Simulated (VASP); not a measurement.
HfS2:

```xyz
3
Lattice="3.4977 0.0000 0.0000 -1.7488 3.0291 0.0000 0.0000 0.0000 5.5973" Properties=species:S:1:pos:R:3 pbc="T T T"
Hf    0.0000    0.0000    0.0000
S     1.7488    1.0097    4.1438
S     0.0000    2.0194    1.4535
```

This cell differs from its parent crystal: equal strain along all axes, cell held: -3.0 %.

* Program: VASP 6.6.1
* Task: relaxation of the atoms
* Functional: PBE
* Dispersion: D3(BJ)
* Potentials or basis: VASP PAW PBE potentials, release 64 (Hf_pv, S)
* Cutoff: 450 eV
* k mesh: 12 × 12 × 6
* Occupations: gaussian, width 0.02 eV
* Spin: no spin polarisation

At the start: pressure 7.4 GPa; volume 19.77 Å³/atom.

**Question.** Where does the relaxation end?

**Answer.** Over 3 steps the energy falls by 6.4 meV/atom at a fixed cell; space group P-3m1 (No. 164, to 0.1 Å) before and after.

Step by step:
```csv
step,energy change (eV),largest force (eV/Å),pressure (GPa)
1,0.0000,0.5425,7.40
2,-0.0179,0.1429,5.48
3,-0.0192,0.0015,4.80
```

Final structure:
```
CELL_PARAMETERS angstrom
3.49769 0.00000 0.00000
-1.74884 3.02909 0.00000
0.00000 0.00000 5.59728
ATOMIC_POSITIONS crystal
Hf 0.00000 0.00000 0.00000
S 0.66667 0.33333 0.73394
S 0.33333 0.66667 0.26606
```

Caveat: the cell differs from its parent crystal (equal strain along all axes, cell held: -3.0 %).
